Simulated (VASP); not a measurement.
Runs of VASP 6.6.1 on Bi. The structure is that of space group P6_3/mmc (No. 194), or close to it. The cells are those of the table. This isn't the form of Bi at room conditions, which is rhombohedral.

```csv
cell,gap on the mesh (eV),pressure (GPa)
"a = 3.397, b = 3.397, c = 11.320 Å, angles 90.0, 90.0, 120.0°, 4 atoms",none,2.7
"a = 3.300, b = 3.300, c = 10.997 Å, angles 90.0, 90.0, 120.0°, 4 atoms",none,10.9
"a = 3.489, b = 3.489, c = 11.626 Å, angles 90.0, 90.0, 120.0°, 4 atoms",none,-2.4
"a = 3.443, b = 3.443, c = 11.475 Å, angles 90.0, 90.0, 120.0°, 4 atoms",none,(a)
"a = 3.349, b = 3.349, c = 11.161 Å, angles 90.0, 90.0, 120.0°, 4 atoms",none,(b)
```

Alike in all rows: task single point; level LDA; potentials or basis VASP PAW LDA potentials, release 64 (Bi_d); no spin polarisation; k mesh 12 × 12 × 3; cutoff (eV) 520; smearing fermi-dirac 0.1 eV.

Problem. Estimate the missing entries.

Solution. (a) -0.1; (b) 6.4.

Caveats: spin-orbit coupling is left out, which moves the levels of the heavy elements; the cell stands under pressure (at least some runs).

A k mesh can miss the band edges, and the runs leave out spin-orbit coupling on Bi.

A gap of «none» marks levels without a gap at the run's occupations.
